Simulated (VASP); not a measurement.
# CaB63N63 (a cell with a defect) in VASP: notebook

CaB63N63 (a cell with a defect) is run at these levels: PBE; tasks: single point.

All numbers are computed with VASP 6.6.1; they aren't measurements. Logs are shortened: lines on timing, memory, paths and dates and some standing lists are left out, and cuts for length are marked.

**1. The cell of the first run**

The cell holds a defect, 127 atoms: a = 10.251 Å, b = 10.251 Å, c = 10.251 Å, α = 60.00°, β = 60.00°, γ = 60.00°.

**2. Single point, PBE**

INCAR

```
ALGO = Normal ; EDIFF = 1E-6
ENCUT = 520 ; GGA = PE
GGA_COMPAT = F ; ISIF = 2
ISMEAR = 0 ; ISYM = -1
LASPH = T ; LCHARG = F
LREAL = Auto ; LWAVE = F
NBANDS = 326 ; NELM = 120
PREC = Accurate ; SIGMA = 0.01
```

KPOINTS

```
explicit points
1
Reciprocal
  0.25000000   0.25000000   0.25000000 1
```

POSCAR

```
CaB63N63
1.0
    0.0000000000      7.2482207700      7.2482207700
    7.2482207700      0.0000000000      7.2482207700
    7.2482207700      7.2482207700      0.0000000000
B N Ca
63 63 1
Direct
    0.0004950778     -0.0006442183      0.0004983474
    0.0003200118     -0.0004332421      0.2504013708
   -0.0011977692      0.0007705042      0.5006634227
    0.0003271955     -0.0004633469      0.7505679925
    0.0003191939      0.2492596365      0.0007046960
    0.0000143816      0.2495666197      0.2507009661
[... 119 lines left out ...]
    0.8130034823      0.8119040200      0.8130386829
    0.4407298771      0.5193465003      0.5205488176
```

Potentials or basis: VASP PAW PBE potentials, release 64 (B, N, Ca_sv).

The run is started by

```bash
cat potpaw_PBE.64/B/POTCAR potpaw_PBE.64/N/POTCAR potpaw_PBE.64/Ca_sv/POTCAR > POTCAR
mpirun -np 1 vasp_std > vasp.out
```

OUTCAR:

```text
EDIFF = 1E-6
   ENCUT = 520
   GGA = PE
   ISIF = 2
   ISMEAR = 0
   ISYM = -1
   LASPH = T
   LREAL = Auto
   NELM = 120
   PREC = Accurate

 ion  position               nearest neighbor table
   1  0.000  0.999  0.000- 111 1.57  67 1.57  76 1.57  64 1.57
   2  0.000  1.000  0.250- 112 1.56  64 1.57  77 1.57  65 1.57
   3  0.999  0.001  0.501- 113 1.52  78 1.56  65 1.57  66 1.57
   4  0.000  1.000  0.751- 114 1.56  79 1.57  66 1.57  67 1.57
   5  0.000  0.249  0.001- 115 1.56  64 1.57  71 1.57  68 1.57
   6  0.000  0.250  0.251- 116 1.56  68 1.57  65 1.57  69 1.57
[... 30 lines left out ...]
  37  0.502  0.249  1.000-  95 1.57 102 1.57  99 1.57  84 1.58
  38  0.502  0.249  0.250-  99 1.57  96 1.57 100 1.57  85 1.58
  39  0.506  0.244  0.502- 101 1.50  97 1.55 100 1.58  86 1.62 127 2.64
  40  0.506  0.244  0.749- 101 1.50  98 1.55 102 1.59  87 1.62 127 2.64
  41  0.502  0.499  0.000- 106 1.54 103 1.54  99 1.57  88 1.58
  42  0.506  0.501  0.245- 104 1.50 103 1.55 100 1.58  89 1.62 127 2.65
  43  0.506  0.501  0.749- 105 1.50 106 1.55 102 1.58  90 1.62 127 2.64
  44  0.501  0.750  1.000- 110 1.56 103 1.57 107 1.57  91 1.57
  45  0.506  0.748  0.245- 104 1.50 107 1.55 108 1.59  92 1.62 127 2.64
  46  0.506  0.748  0.502- 105 1.50 109 1.55 108 1.58  93 1.62 127 2.64
  47  0.501  0.750  0.751- 110 1.56 109 1.57 106 1.57  94 1.57
  48  0.751  0.999  0.000-  95 1.57 114 1.57 123 1.57 111 1.57
  49  0.751  0.999  0.250-  96 1.57 124 1.57 111 1.57 112 1.57
  50  0.751  0.999  0.501- 125 1.56 112 1.57 113 1.57  97 1.57
  51  0.751  0.999  0.750- 126 1.56 113 1.57 114 1.57  98 1.57
  52  0.751  0.249  0.000-  99 1.57 118 1.57 111 1.57 115 1.57
[... 72 lines left out ...]
 125  0.813  0.812  0.563-  15 1.55  50 1.56  62 1.56  63 1.57
 126  0.813  0.812  0.813-  16 1.55  51 1.56  60 1.56  63 1.57
 127  0.441  0.519  0.521- 101 2.04 104 2.04 105 2.04  28 2.35  31 2.36  27 2.36  43 2.64  46 2.64
                            40 2.64  45 2.64  39 2.64  42 2.65

IMPORTANT INFORMATION: All symmetrisations will be switched off!
NOSYMM: (Re-)initialisation of all symmetry stuff for point group C_1.

----------------------------------------------------------------------------------------

                                     Primitive cell

  volume of cell :     761.5953

  direct lattice vectors                    reciprocal lattice vectors
     0.000000000  7.248220770  7.248220770    -0.068982446  0.068982446  0.068982446
     7.248220770  0.000000000  7.248220770     0.068982446 -0.068982446  0.068982446
     7.248220770  7.248220770  0.000000000     0.068982446  0.068982446 -0.068982446

  length of vectors
    10.250532116 10.250532116 10.250532116     0.119481102  0.119481102  0.119481102

  position of ions in fractional coordinates (direct lattice)
     0.000495078  0.999355782  0.000498347
     0.000320012  0.999566758  0.250401371
     0.998802231  0.000770504  0.500663423
     0.000327195  0.999536653  0.750567993
     0.000319194  0.249259636  0.000704696
     0.000014382  0.249566620  0.250700966
[... 119 lines left out ...]
     0.813003482  0.811904020  0.813038683
     0.440729877  0.519346500  0.520548818

  ion indices of the primitive-cell ions
   primitive index   ion index
                 1           1
                 2           2
                 3           3
                 4           4
                 5           5
                 6           6
[... 119 lines left out ...]
               126         126
               127         127

----------------------------------------------------------------------------------------

 KPOINTS: explicit points

Read explicit list of k-points.

 Found      1 k-points:

 Following reciprocal coordinates:
            Coordinates               Weight
   k-points           NKPTS =      1   k-points in BZ     NKDIM =      1   number of bands    NBANDS=    326
   number of dos      NEDOS =    301   number of ions     NIONS =    127
   total plane-waves  NPLWV = 512000
   dimension x,y,z NGX =    80 NGY =   80 NGZ =   80
   dimension x,y,z NGXF=   160 NGYF=  160 NGZF=  160
   ions per type =              63  63   1
   NGX,Y,Z   is equivalent  to a cutoff of  12.97, 12.97, 12.97 a.u.
   NGXF,Y,Z  is equivalent  to a cutoff of  25.95, 25.95, 25.95 a.u.
 SYSTEM =  unknown system
   PREC   = accura    normal or accurate (medium, high low for compatibility)
   ISTART =      0    job   : 0-new  1-cont  2-samecut
   ICHARG =      2    charge: 1-file 2-atom 10-const
   ISPIN  =      1    spin polarized calculation?
   LNONCOLLINEAR =      F non collinear calculations
   LSORBIT =      F    spin-orbit coupling
   LASPH  =      T    aspherical Exc in radial PAW
   ENCUT  =  520.0 eV  38.22 Ry    6.18 a.u.  19.06 19.06 19.06*2*pi/ulx,y,z
   NELM   =    120;   NELMIN=  2; NELMDL= -5     # of ELM steps
   EDIFF  = 0.1E-05   stopping-criterion for ELM
   LREAL  =      T    real-space projection
   EDIFFG = 0.1E-04   stopping-criterion for IOM
   NSW    =      0    number of steps for IOM
   IBRION =     -1    ionic relax: 0-MD 1-quasi-New 2-CG
   NFREE  =      0    steps in history (QN), initial steepest desc. (CG)
   ISIF   =      2    stress and relaxation
   ISYM   =     -1    0-nonsym 1-usesym 2-fastsym
   POTIM  = 0.5000    time-step for ionic-motion
   TEBEG  =    0.0;   TEEND  =   0.0 temperature during run
   PSTRESS=    0.0 pullay stress
   NELECT =     514.0000    total number of electrons
   NUPDOWN=      -1.0000    fix difference up-down
   EMIN   =  10.00;   EMAX   =-10.00  energy-range for DOS
   EFERMI =   0.00;   METHOD = LEGACY
   ISMEAR =     0;   SIGMA  =   0.01  broadening in eV -4-tet -1-fermi 0-gaus
   EFERMI_NEDOS =   21; number of points for ismear=-14 and -15
   IALGO  =     38    algorithm
   IMIX   =      4    mixing-type and parameters
     AMIX     =   0.40;   BMIX     =  1.00
     AMIX_MAG =   1.60;   BMIX_MAG =  1.00
  volume/ion in A,a.u.               =       6.00        40.47
  Fermi-wavevector in a.u.,A,eV,Ry     =   1.436000  2.713647 28.056522  2.062096
  Thomas-Fermi vector in A             =   2.555237
   LORBIT       =      0    0 simple, 1 ext, 2 COOP (PROOUT), +10 PAW based schemes
   GGA     = PE    functional components
   LHFCALC =     F    Hartree Fock is set to
   AEXX    =    0.0000 exact exchange contribution
   IVDW    =     0    specifies the selected vdW correction
   LEPSILON=     F    determine dielectric tensor
   LRPA    =     F    only Hartree local field effects (RPA)
 non-spin polarized calculation
 Gauss-broadening in eV      SIGMA  =   0.01
  energy-cutoff  :      520.00
  volume of cell :      761.60
 maximum number of plane-waves:     20488
 NGX is ok and might be reduce to    80
   NGX = 39   NGY = 39   NGZ = 39

 number of electron     513.9999977 magnetization

 Free energy of the ion-electron system (eV)
  ---------------------------------------------------
  ext. energy  EPLUGINS =         0.00000000
  ---------------------------------------------------
  free energy    TOTEN  =     -1090.75118981 eV

  energy without entropy =    -1090.75118981  energy(sigma->0) =    -1090.75118981

 E-fermi :   8.5650     XC(G=0): -12.7798

 val. band max:        8.5014085374   @ k =   0.2500   0.2500   0.2500
 cond. band min:      11.1160063240   @ k =   0.2500   0.2500   0.2500
 fundamental gap:      2.6145977865
 Fermi energy:         8.5649553891

 k-point     1 :       0.2500    0.2500    0.2500
  band No.  band energies     occupation
      1     -29.4605      2.00000
      2     -12.7672      2.00000
      3     -12.1126      2.00000
      4     -11.9238      2.00000
      5     -11.7362      2.00000
      6     -11.6116      2.00000
[... 261 lines left out ...]
    268      13.9768      0.00000
    269      14.2040      0.00000
 [bands above 269 left out]

------------------------ aborting loop because EDIFF is reached ----------------------------------------

  FORCE on cell =-STRESS in cart. coord.  units (eV):
  Direction    XX          YY          ZZ          XY          YZ          ZX
  --------------------------------------------------------------------------------------
  -------------------------------------------------------------------------------------
  Total       29.0665360     28.3094725     28.3396241     -5.4891542      0.9769332     -5.4957832
  in kB       61.1476295     59.5549858     59.6184161    -11.5476013      2.0551865    -11.5615467
  external PRESSURE =      60.1070105 kB  Pullay stress =       0.0000000 kB

 VOLUME and BASIS-vectors are now :
 -----------------------------------------------------------------------------
  energy-cutoff  :      520.00
  volume of cell :      761.60
      direct lattice vectors                 reciprocal lattice vectors
     0.000000000  7.248220770  7.248220770    -0.068982446  0.068982446  0.068982446
     7.248220770  0.000000000  7.248220770     0.068982446 -0.068982446  0.068982446
     7.248220770  7.248220770  0.000000000     0.068982446  0.068982446 -0.068982446

 POSITION                                       TOTAL-FORCE (eV/Angst)
 -----------------------------------------------------------------------------------
      7.24716      0.00720      7.24714        -0.001663      0.000207     -0.000341
      9.06004      1.81728      7.24740        -0.001129      0.000401      0.000308
      3.63450     10.86846      7.24512        -0.005192      0.003946      0.007523
     12.68514      5.44265      7.24723        -0.002538      0.000629      0.001367
      1.81180      0.00742      1.80900        -0.000981      0.002539      0.000577
      3.62605      1.81724      1.80902        -0.000002      0.003908      0.002526
[... 119 lines left out ...]
     11.77794     11.78591     11.77769        -0.001552      0.000760     -0.001657
      7.53739      6.96756      6.95885         0.055082     -0.060035     -0.053988
 -----------------------------------------------------------------------------------
    total drift:                               -0.000155      0.007075     -0.008112

  FREE ENERGIE OF THE ION-ELECTRON SYSTEM (eV)
  ---------------------------------------------------
  free  energy   TOTEN  =     -1090.7511898136 eV

  energy  without entropy=    -1090.7511898136  energy(sigma->0) =    -1090.75118981
```

Wall time 12 min (1 thread of Intel Xeon 6975P-C (Granite Rapids), shared host); peak memory 1.1 GiB.

Results:

| Property | Result |
| --- | --- |
| Free energy | -1090.7512 eV |
| Pressure | 6.0 GPa |
| Largest force | 0.098 eV/Å |
| Band gap on the k mesh | 2.61 eV |

Forces on the atoms (eV/Å):
```
B   -0.002  0.000  0.000
B   -0.001  0.000  0.000
B   -0.005  0.004  0.008
B   -0.003  0.001  0.001
B   -0.001  0.003  0.001
B    0.000  0.004  0.003
B   -0.005  0.000  0.004
B   -0.003  0.000  0.001
B   -0.004  0.010  0.003
B   -0.003  0.004  0.000
B   -0.009  0.005  0.004
B   -0.001  0.002 -0.002
B   -0.001  0.002 -0.002
B   -0.003  0.001 -0.001
B   -0.004  0.001 -0.001
B    0.001  0.003  0.000
B    0.000  0.001  0.000
B   -0.004  0.007 -0.004
B   -0.006  0.005 -0.004
B   -0.001  0.000  0.001
B   -0.003 -0.001  0.003
B   -0.001  0.003  0.000
B    0.001  0.004  0.005
B   -0.002  0.001 -0.001
B   -0.005 -0.001  0.004
B    0.004  0.007  0.004
B    0.009  0.010  0.009
B   -0.010 -0.004  0.008
B    0.000  0.001  0.000
B   -0.004  0.000 -0.002
B   -0.008  0.011 -0.010
B    0.001  0.003  0.000
B    0.010  0.000 -0.001
B    0.001  0.001 -0.003
B    0.001 -0.009 -0.001
B    0.002  0.000 -0.001
B    0.003 -0.002 -0.001
B    0.004  0.000 -0.003
B   -0.002 -0.020 -0.009
B    0.021  0.001 -0.007
B    0.001  0.000 -0.010
B    0.002 -0.007 -0.025
B    0.008  0.002 -0.024
B    0.001  0.003 -0.003
B    0.021 -0.008 -0.001
B    0.009 -0.023  0.002
B   -0.001 -0.001 -0.001
B   -0.001  0.002 -0.001
B    0.000  0.002  0.000
B    0.001  0.000  0.002
B    0.002 -0.002  0.002
B    0.000  0.002 -0.002
B   -0.002  0.001 -0.003
B   -0.006  0.007  0.017
B    0.000  0.002 -0.002
B    0.001  0.003 -0.003
B   -0.003  0.021  0.002
B   -0.018  0.005  0.004
B   -0.003  0.000 -0.003
B    0.001  0.004  0.000
B   -0.001  0.002  0.001
B   -0.001 -0.001 -0.002
B    0.000  0.000  0.001
N    0.000  0.000  0.002
N    0.002 -0.001  0.001
N    0.002  0.000  0.000
N    0.001  0.001  0.000
N    0.000 -0.001  0.001
N    0.001 -0.001  0.000
N    0.002  0.000  0.001
N    0.000 -0.001  0.004
N    0.001 -0.003  0.000
N    0.001 -0.002  0.000
N    0.005 -0.007  0.001
N    0.003 -0.007  0.002
N    0.001  0.000  0.002
N    0.000  0.003  0.000
N    0.003 -0.002 -0.003
N   -0.003 -0.003  0.002
N   -0.005 -0.001  0.003
N    0.001  0.000  0.002
N   -0.001  0.004  0.001
N    0.001 -0.001  0.001
N   -0.001  0.003  0.002
N   -0.002  0.002  0.000
N   -0.014  0.003  0.000
N   -0.002  0.011  0.000
N   -0.002  0.001  0.004
N   -0.014 -0.003  0.005
N    0.000  0.010  0.005
N    0.001  0.000 -0.002
N   -0.002 -0.002  0.017
N    0.000  0.001  0.016
N   -0.002 -0.003 -0.002
N   -0.001 -0.001 -0.001
N    0.001  0.000 -0.002
N    0.003  0.000  0.002
N   -0.003 -0.002  0.002
N    0.000 -0.001  0.001
N    0.004 -0.002 -0.003
N   -0.039  0.038 -0.019
N    0.002 -0.005 -0.001
N    0.001 -0.003  0.004
N   -0.038 -0.018  0.040
N    0.019  0.041  0.039
N   -0.002 -0.004  0.003
N    0.000 -0.003 -0.001
N    0.007 -0.004 -0.004
N   -0.001  0.002 -0.001
N    0.001 -0.002  0.002
N    0.002 -0.002  0.001
N    0.003 -0.003  0.000
N    0.007 -0.008 -0.004
N    0.002 -0.002  0.000
N    0.003 -0.003 -0.002
N    0.007 -0.002  0.000
N    0.001 -0.009 -0.003
N    0.002 -0.003  0.000
N    0.005 -0.006 -0.004
N    0.000 -0.002 -0.006
N    0.005 -0.007 -0.006
N    0.000  0.001  0.000
N    0.002 -0.002  0.000
N    0.000 -0.002 -0.001
N    0.000 -0.001  0.000
N   -0.002  0.001 -0.002
Ca   0.055 -0.060 -0.054
```

**3. Single point, PBE**

INCAR

```
SYSTEM = CaB63N63
PREC = Accurate
ENCUT = 520
EDIFF = 1E-6
ISMEAR = 0
SIGMA = 0.01
LREAL = Auto
LASPH = .TRUE.
NELM = 120
ALGO = Normal
ISIF = 2
LWAVE = .FALSE.
LCHARG = .FALSE.
GGA = PE
NELECT = 512.0
NBANDS = 326
GGA_COMPAT = .FALSE.
ISYM = -1
```

KPOINTS is that of step 2.

POSCAR

```
CaB63N63
1.0
    0.0000000000      7.2482207700      7.2482207700
    7.2482207700      0.0000000000      7.2482207700
    7.2482207700      7.2482207700      0.0000000000
B N Ca
63 63 1
Direct
   -0.0000868018      0.0001852863      0.0000412542
   -0.0007680574      0.0011430027      0.2491038525
   -0.0033533918      0.0072698178      0.4981168854
   -0.0007088908      0.0011570831      0.7506585780
   -0.0007655151      0.2492422061      0.0010020632
   -0.0030347275      0.2516707052      0.2515326958
[... 119 lines left out ...]
    0.8156052394      0.8116049101      0.8114587035
    0.4078182081      0.5312733519      0.5311244675
```

Potentials or basis: VASP PAW PBE potentials, release 64 (B, N, Ca_sv).

The run is started by

```bash
cat potpaw_PBE.64/B/POTCAR potpaw_PBE.64/N/POTCAR potpaw_PBE.64/Ca_sv/POTCAR > POTCAR
mpirun -np 1 vasp_std > vasp.out
```

It took 13 min on 1 thread of Intel Xeon 6975P-C (Granite Rapids), shared host; peak memory 1.1 GiB.

The run converged. Its results:

| Item | Value |
| --- | --- |
| Free energy | -1109.0604 eV |
| Largest force | 0.094 eV/Å |

Forces on the atoms (eV/Å):
```
B    0.000  0.001  0.000
B   -0.001  0.002  0.001
B   -0.010  0.010 -0.008
B   -0.001  0.002 -0.001
B    0.000  0.001  0.002
B   -0.003  0.001  0.001
B   -0.002  0.003  0.002
B   -0.001  0.002  0.001
B   -0.009 -0.007  0.010
B   -0.001  0.000  0.003
B    0.008  0.011  0.011
B    0.006 -0.005  0.010
B   -0.002  0.001  0.001
B   -0.002  0.002  0.002
B    0.005  0.011 -0.004
B   -0.009 -0.005 -0.005
B   -0.002  0.004  0.004
B   -0.011  0.009 -0.005
B   -0.010  0.010 -0.005
B   -0.003  0.002  0.003
B   -0.011 -0.006  0.009
B   -0.003  0.001  0.002
B    0.005  0.010  0.009
B   -0.006  0.007  0.012
B   -0.009 -0.005  0.011
B    0.005  0.008  0.011
B   -0.008  0.003  0.002
B   -0.003  0.008  0.003
B   -0.004  0.004  0.001
B   -0.006  0.013  0.008
B   -0.002  0.003  0.008
B   -0.012  0.007  0.006
B    0.009 -0.003 -0.004
B    0.005 -0.005 -0.002
B    0.003 -0.013 -0.004
B    0.003  0.000 -0.001
B    0.005 -0.002 -0.005
B    0.003 -0.004 -0.003
B    0.000 -0.027 -0.017
B    0.025  0.002 -0.018
B    0.004 -0.004 -0.011
B   -0.001 -0.019 -0.024
B    0.018  0.001 -0.025
B    0.003  0.000 -0.002
B    0.023 -0.018  0.002
B    0.018 -0.026  0.001
B    0.001 -0.002 -0.003
B    0.001  0.000  0.000
B    0.000 -0.002  0.001
B   -0.001  0.001 -0.001
B    0.000  0.001 -0.003
B    0.000  0.000 -0.002
B   -0.004  0.000  0.000
B   -0.008  0.007  0.011
B    0.000  0.006 -0.001
B    0.000 -0.002  0.002
B   -0.008  0.010  0.009
B   -0.011  0.007  0.008
B    0.003  0.000  0.001
B    0.000 -0.002  0.001
B    0.000 -0.001  0.006
B    0.002  0.001  0.001
B    0.001  0.002  0.001
N    0.000 -0.002  0.000
N    0.001 -0.004 -0.003
N    0.005  0.001 -0.004
N    0.000 -0.002 -0.001
N    0.001 -0.004 -0.003
N    0.002 -0.001 -0.002
N    0.003  0.000 -0.005
N    0.003 -0.004 -0.006
N    0.004 -0.004  0.000
N    0.002 -0.004 -0.001
N    0.025 -0.013 -0.015
N    0.013 -0.027 -0.012
N    0.000 -0.001 -0.001
N    0.003 -0.006 -0.004
N    0.014 -0.012 -0.028
N    0.006 -0.003 -0.003
N   -0.013  0.003  0.003
N   -0.005  0.007  0.004
N   -0.003  0.012  0.002
N   -0.005  0.003  0.003
N   -0.006  0.005  0.007
N   -0.004  0.006  0.005
N   -0.017  0.022 -0.007
N   -0.022  0.018 -0.007
N   -0.003  0.002  0.012
N   -0.018 -0.007  0.023
N    0.007  0.019  0.023
N   -0.005  0.003  0.004
N   -0.024 -0.008  0.019
N    0.008  0.025  0.018
N   -0.004  0.004  0.004
N   -0.003 -0.001  0.000
N    0.000  0.002 -0.002
N    0.000  0.009 -0.001
N   -0.007 -0.001  0.000
N    0.000 -0.002  0.003
N    0.006  0.000 -0.001
N   -0.030  0.032 -0.003
N    0.001 -0.007  0.001
N    0.001  0.000  0.008
N   -0.030 -0.004  0.030
N    0.005  0.033  0.033
N   -0.001 -0.001  0.008
N   -0.008  0.000 -0.001
N    0.001  0.001 -0.007
N   -0.002  0.009 -0.002
N   -0.003  0.003  0.002
N    0.001 -0.002 -0.001
N    0.005 -0.002 -0.003
N    0.008 -0.007 -0.005
N    0.002 -0.005 -0.001
N    0.004 -0.003 -0.001
N    0.011 -0.001 -0.002
N    0.004 -0.010 -0.002
N    0.002 -0.006 -0.002
N    0.007 -0.005 -0.008
N    0.003 -0.001 -0.010
N    0.005 -0.008 -0.008
N    0.002 -0.004 -0.001
N    0.001 -0.002 -0.005
N    0.001 -0.001 -0.006
N    0.002  0.000 -0.004
N   -0.001 -0.003 -0.003
Ca   0.055 -0.054 -0.055
```

Levels at points of the mesh, in eV from the Fermi level:
| k point | band 253 | band 254 | band 255 | band 256 | band 257 | band 258 | band 259 | band 260 |
| --- | --- | --- | --- | --- | --- | --- | --- | --- |
| (0.25, 0.25, 0.25) | -0.88 | -0.76 | -0.31 | -0.09 | 1.70 | 2.91 | 3.02 | 4.16 |

Caveat: the cell carries a net charge on a neutralising background, which shifts energy and pressure; the cell is charged against a uniform background, so pressure and absolute levels hang on convention.
